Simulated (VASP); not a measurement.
Set up this calculation in VASP 6.6.1, as the native input.

```yaml
Task: single point
Functional: LDA
Potentials_or_basis: VASP PAW LDA potentials, release 64 (Zn, O)
Cutoff: 520 eV
k_mesh: 8 × 8 × 5
Occupations: fermi-dirac, width 0.01 eV
Spin: no spin polarisation
Dipole_correction: no
Further_INCAR_settings: ALGO = Normal; EDIFF = 1e-06; NBANDS = 26
```

The structure of ZnO lies in POSCAR:

```
ZnO
1.0
    3.2493987239      0.0000000000      0.0000000000
   -1.6246993619      2.8140618419      0.0000000000
    0.0000000000      0.0000000000      5.2038000000
Zn O
2 2
Direct
    0.3333333333      0.6666666667      0.0000000000
    0.6666666667      0.3333333333      0.5000000000
    0.3333333333      0.6666666667      0.3821000000
    0.6666666667      0.3333333333      0.8821000000
```

The input as run:

INCAR

```
ALGO     = Normal         # electronic algorithm
EDIFF    = 1E-6           # SCF threshold, eV
ENCUT    = 520            # plane-wave cutoff, eV
GGA      = CA             # functional
ISIF     = 2              # what is computed and relaxed
ISMEAR   = -1             # smearing method
LASPH    = True           # aspherical terms in the spheres
LCHARG   = True           # write CHGCAR
LELF     = True           # ELF
LREAL    = False          # projectors in reciprocal space
LVHAR    = True         
LWAVE    = False          # write WAVECAR
NBANDS   = 26             # bands
NELM     = 100            # most SCF steps
PREC     = Accurate       # precision mode
SIGMA    = 0.01           # smearing width, eV
```

KPOINTS

```
k-points
0
Gamma
  8 8 5
```

Potentials or basis: VASP PAW LDA potentials, release 64 (Zn, O).

Command:

```sh
$ cat potpaw_LDA.64/Zn/POTCAR potpaw_LDA.64/O/POTCAR > POTCAR
$ mpirun -np 1 vasp_std > vasp.out
```

Results of the run:

```
Pressure               : -6.0 GPa
Largest force          : 0.041 eV/Å
Band gap on the k mesh : 0.74 eV, direct
```

Wall time 16 s on 1 thread of Intel(R) Xeon(R) Platinum 8488C (Sapphire Rapids) (shared host), peak memory 0.15 GiB.
